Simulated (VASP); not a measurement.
**Ir: single point with PBE**

The system is Ir.

```
Ir
1.0
     2.65731    0.00000    0.00000
    -1.32865    2.30130    0.00000
     0.00000    0.00000    2.59735
Ir
1
Cartesian
  0.0000 0.0000 0.0000
```

```yaml
Program: VASP 6.6.1
Task: single point
Functional: PBE
Potentials_or_basis: VASP PAW PBE potentials, release 64 (Ir)
Cutoff: 520 eV
k_mesh: 16 × 16 × 15
Occupations: fermi-dirac, width 0.05 eV
Spin: no spin polarisation
Dipole_correction: no
Further_INCAR_settings: ALGO = Normal; EDIFF = 1e-07; NBANDS = 10
```

The pressure is 0.2 GPa.

Stress tensor (GPa, compression positive):
```
0.29 0.00 0.00
0.00 0.29 0.00
0.00 0.00 0.09
```

Levels at points of the mesh, in eV from the Fermi level:
```csv
k point,band 1,band 2,band 3,band 4,band 5,band 6,band 7,band 8,band 9
"(0.00, 0.00, 0.00)",-9.64,-6.05,-3.04,-3.04,1.37,1.37,14.64,15.36,21.96
"(0.50, 0.00, 0.00)",-6.91,-5.03,-1.70,-0.07,0.70,1.96,7.05,13.85,17.86
```

Run time: 20 s on 1 thread of Intel(R) Xeon(R) 6975P-C (Granite Rapids) (shared host), peak memory 0.16 GiB.

Caveat: spin-orbit coupling is left out, which moves the levels of the heavy elements.
